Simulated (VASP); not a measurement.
# TiN in VASP: single point with PBEsol

Aim: the single point of TiN with PBEsol.

Everything below comes from runs of VASP 6.6.1. Logs are shortened: lines on timing, memory, paths and dates and some standing lists are left out, and cuts for length are marked.

**1. The cell of the first run**

The cell holds a slab with vacuum, 16 atoms: a = 2.973 Å, b = 4.204 Å, c = 25.404 Å, α = 90.00°, β = 90.00°, γ = 90.00°.

**2. Single point, PBEsol**

INCAR reads:

```
  ALGO = Normal
  DIPOL = 0.5 0.5 0.500
  EDIFF = 1E-6
  ENCUT = 520
  GGA = PS
  IDIPOL = 3
  ISIF = 2
  ISMEAR = 0
  LASPH = True
  LCHARG = True
  LDIPOL = True
  LELF = True
  LREAL = Auto
  LVACPOTAV = True
  LVHAR = True
  LWAVE = False
  NBANDS = 82
  NELM = 80
  PREC = Accurate
  SIGMA = 0.1
```

KPOINTS reads:

```
k-points
0
Gamma
  12 8 1
```

POSCAR reads:

```
TiN
1.0
    2.9726300482      0.0000000000      0.0000000000
    0.0000000000      4.2039337300      0.0000000000
    0.0000000000      0.0000000000     25.4042051685
Ti N
8 8
Direct
    0.5000000000      0.5000000000      0.2952267135
    0.0000000000      0.0000000000      0.3537333668
    0.5000000000      0.5000000000      0.4122400201
    0.0000000000      0.0000000000      0.4707466734
    0.5000000000      0.5000000000      0.5292533266
    0.0000000000      0.0000000000      0.5877599799
    0.5000000000      0.5000000000      0.6462666332
    0.0000000000      0.0000000000      0.7047732865
    0.5000000000      0.0000000000      0.2952267135
    0.0000000000      0.5000000000      0.3537333668
    0.5000000000      0.0000000000      0.4122400201
    0.0000000000      0.5000000000      0.4707466734
    0.5000000000      0.0000000000      0.5292533266
    0.0000000000      0.5000000000      0.5877599799
    0.5000000000      0.0000000000      0.6462666332
    0.0000000000      0.5000000000      0.7047732865
```

Potentials or basis: VASP PAW PBE potentials, release 64 (Ti_sv, N).

Command:

```bash
$ cat potpaw_PBE.64/Ti_sv/POTCAR potpaw_PBE.64/N/POTCAR > POTCAR
$ mpirun -np 1 vasp_std > vasp.out
```

OUTCAR:

```text
EDIFF = 1E-6
   ENCUT = 520
   GGA = PS
   ISIF = 2
   ISMEAR = 0
   LASPH = True
   LREAL = Auto
   NELM = 80
   PREC = Accurate

 ion  position               nearest neighbor table
   1  0.500  0.500  0.295-   9 2.10   9 2.10  10 2.10  10 2.10
   2  0.000  0.000  0.354-  10 2.10  10 2.10  11 2.10   9 2.10   9 2.10  11 2.10
   3  0.500  0.500  0.412-  11 2.10  11 2.10  12 2.10  10 2.10  10 2.10  12 2.10
   4  0.000  0.000  0.471-  13 2.10  13 2.10  12 2.10  12 2.10  11 2.10  11 2.10
   5  0.500  0.500  0.529-  12 2.10  12 2.10  13 2.10  13 2.10  14 2.10  14 2.10
   6  0.000  0.000  0.588-  14 2.10  14 2.10  15 2.10  13 2.10  13 2.10  15 2.10
   7  0.500  0.500  0.646-  15 2.10  15 2.10  16 2.10  14 2.10  14 2.10  16 2.10
   8  0.000  0.000  0.705-  16 2.10  16 2.10  15 2.10  15 2.10
   9  0.500  0.000  0.295-   1 2.10   1 2.10   2 2.10   2 2.10
  10  0.000  0.500  0.354-   2 2.10   2 2.10   3 2.10   1 2.10   1 2.10   3 2.10
  11  0.500  0.000  0.412-   3 2.10   3 2.10   4 2.10   2 2.10   2 2.10   4 2.10
  12  0.000  0.500  0.471-   5 2.10   5 2.10   4 2.10   4 2.10   3 2.10   3 2.10
  13  0.500  0.000  0.529-   4 2.10   4 2.10   5 2.10   5 2.10   6 2.10   6 2.10
  14  0.000  0.500  0.588-   6 2.10   6 2.10   7 2.10   5 2.10   5 2.10   7 2.10
  15  0.500  0.000  0.646-   7 2.10   7 2.10   8 2.10   6 2.10   6 2.10   8 2.10
  16  0.000  0.500  0.705-   8 2.10   8 2.10   7 2.10   7 2.10

  LATTYP: Found a simple orthorhombic cell.
 ALAT       =     2.9726300482
 B/A-ratio  =     1.4142135623
 C/A-ratio  =     8.5460365927

  Lattice vectors:

 A1 = (   2.9726300482,   0.0000000000,   0.0000000000)
 A2 = (   0.0000000000,   4.2039337300,   0.0000000000)
 A3 = (   0.0000000000,   0.0000000000,  25.4042051685)

Analysis of symmetry for initial positions (statically):
=====================================================================
 Subroutine PRICEL returns:
 Original cell was already a primitive cell.

 Routine SETGRP: Setting up the symmetry group for a
 simple orthorhombic supercell.

 Subroutine GETGRP returns: Found  8 space group operations
 (whereof  4 operations were pure point group operations)
 out of a pool of  8 trial point group operations.

The static configuration has the point symmetry C_2v.
 The point group associated with its full space group is D_2h.

Analysis of symmetry for dynamics (positions and initial velocities):
=====================================================================
 Subroutine PRICEL returns:
 Original cell was already a primitive cell.

 Routine SETGRP: Setting up the symmetry group for a
 simple orthorhombic supercell.

 Subroutine GETGRP returns: Found  8 space group operations
 (whereof  4 operations were pure point group operations)
 out of a pool of  8 trial point group operations.

[... 146 lines left out ...]
   IALGO  =     38    algorithm
   IMIX   =      4    mixing-type and parameters
     AMIX     =   0.40;   BMIX     =  1.00
     AMIX_MAG =   1.60;   BMIX_MAG =  1.00
  volume/ion in A,a.u.               =      19.84       133.90
  Fermi-wavevector in a.u.,A,eV,Ry     =   1.234109  2.332129 20.722030  1.523026
  Thomas-Fermi vector in A             =   2.368813
   LORBIT       =      0    0 simple, 1 ext, 2 COOP (PROOUT), +10 PAW based schemes
   GGA     = PS    functional components
   LHFCALC =     F    Hartree Fock is set to
   AEXX    =    0.0000 exact exchange contribution
   IVDW    =     0    specifies the selected vdW correction
   LEPSILON=     F    determine dielectric tensor
   LRPA    =     F    only Hartree local field effects (RPA)
 non-spin polarized calculation
 Gauss-broadening in eV      SIGMA  =   0.10
  energy-cutoff  :      520.00
  volume of cell :      317.47
 maximum number of plane-waves:      8647
 NGX is ok and might be reduce to    24
   NGX = 11   NGY = 15   NGZ = 95

 dipolmoment           0.000000      0.000000      0.000000 electrons x Angstroem

 number of electron     135.9999957 magnetization

 dipolmoment           0.000000      0.000000     -0.000000 electrons x Angstroem

 Free energy of the ion-electron system (eV)
  ---------------------------------------------------
  ext. energy  EPLUGINS =         0.00000000
  ---------------------------------------------------
  free energy    TOTEN  =      -160.96497236 eV

  energy without entropy =     -160.92030430  energy(sigma->0) =     -160.94263833

 E-fermi :   3.7092     XC(G=0):  -7.1070

 val. band max:        3.6967679858   @ k =   0.3333   0.1250   0.0000
 cond. band min:       3.7139337103   @ k =   0.0000   0.1250   0.0000
 fundamental gap:      0.0171657245
 Fermi energy:         3.7091508750

 k-point     1 :       0.0000    0.0000    0.0000
  band No.  band energies     occupation
      1     -53.8096      2.00000
      2     -53.7622      2.00000
      3     -53.7138      2.00000
      4     -53.6865      2.00000
      5     -53.6516      2.00000
      6     -53.6510      2.00000
[... 1981 lines left out ...]
     79       5.3660      0.00000
     80       5.4968      0.00000

 [... further k-points ...]

 [bands above 80 left out]

------------------------ aborting loop because EDIFF is reached ----------------------------------------

  FORCE on cell =-STRESS in cart. coord.  units (eV):
  Direction    XX          YY          ZZ          XY          YZ          ZX
  --------------------------------------------------------------------------------------
  -------------------------------------------------------------------------------------
  Total       -0.7070131    -13.2378026     -6.1325686      0.0000000      0.0000000      0.0000000
  in kB       -3.5680891    -66.8073349    -30.9492879      0.0000000      0.0000000      0.0000000
  external PRESSURE =     -33.7749039 kB  Pullay stress =       0.0000000 kB

 VOLUME and BASIS-vectors are now :
 -----------------------------------------------------------------------------
  energy-cutoff  :      520.00
  volume of cell :      317.47
      direct lattice vectors                 reciprocal lattice vectors
     2.972630048  0.000000000  0.000000000     0.336402440  0.000000000  0.000000000
     0.000000000  4.203933730  0.000000000     0.000000000  0.237872446  0.000000000
     0.000000000  0.000000000 25.404205168     0.000000000  0.000000000  0.039363562

 POSITION                                       TOTAL-FORCE (eV/Angst)
 -----------------------------------------------------------------------------------
      1.48632      2.10197      7.50000         0.000000      0.000000      2.309466
      0.00000      0.00000      8.98632         0.000000      0.000000     -1.271615
      1.48632      2.10197     10.47263         0.000000      0.000000     -0.225936
      0.00000      0.00000     11.95895         0.000000      0.000000     -0.191025
      1.48632      2.10197     13.44526         0.000000      0.000000      0.191025
      0.00000      0.00000     14.93158         0.000000      0.000000      0.225936
[... 8 lines left out ...]
      1.48632      0.00000     16.41789         0.000000      0.000000      1.168063
      0.00000      2.10197     17.90421         0.000000      0.000000     -0.050872
 -----------------------------------------------------------------------------------
    total drift:                                0.000000     -0.000000      0.000000

  FREE ENERGIE OF THE ION-ELECTRON SYSTEM (eV)
  ---------------------------------------------------
  free  energy   TOTEN  =      -160.9649723638 eV

  energy  without entropy=     -160.9203043048  energy(sigma->0) =     -160.94263833

 vacuum level on the upper side and lower side of the slab         6.880         6.880
```

Wall time 22 min (1 thread of Intel Xeon 6975P-C (Granite Rapids), shared host); peak memory 0.72 GiB.

What came out:

```yaml
Free_energy: -160.9650 eV
Largest_force: 2.309 eV/Å
Band_gap_on_the_k_mesh: zero (bands 68 and 69 overlap by 1.51 eV)
```

Forces in eV/Å, atoms in the order of the input:
```
Ti   0.000  0.000  2.309
Ti   0.000  0.000 -1.272
Ti   0.000  0.000 -0.226
Ti   0.000  0.000 -0.191
Ti   0.000  0.000  0.191
Ti   0.000  0.000  0.226
Ti   0.000  0.000  1.272
Ti   0.000  0.000 -2.309
N    0.000  0.000  0.051
N    0.000  0.000 -1.168
N    0.000  0.000  0.199
N    0.000  0.000 -0.041
N    0.000  0.000  0.041
N    0.000  0.000 -0.199
N    0.000  0.000  1.168
N    0.000  0.000 -0.051
```

Levels at points of the mesh, in eV from the Fermi level:
```
           k point  band 64  band 65  band 66  band 67  band 68  band 69  band 70  band 71  band 72  band 73
(0.00, 0.00, 0.00)    -1.65    -1.35    -1.10    -0.50    -0.29    -0.27    -0.12    -0.02     0.23     0.32
(0.50, 0.00, 0.00)    -2.44    -2.12    -2.12    -1.14    -1.14    -0.20    -0.20     0.71     0.71     0.78
(0.00, 0.50, 0.00)    -2.19    -1.57    -1.57    -0.42    -0.42     0.60     0.60     0.75     0.75     1.34
(0.50, 0.50, 0.00)    -3.34     0.29     0.29     1.08     1.08     1.10     1.10     1.38     1.38     1.43
```

Caveat: the PAW data sets were made with another functional, which shifts forces and pressure a little.
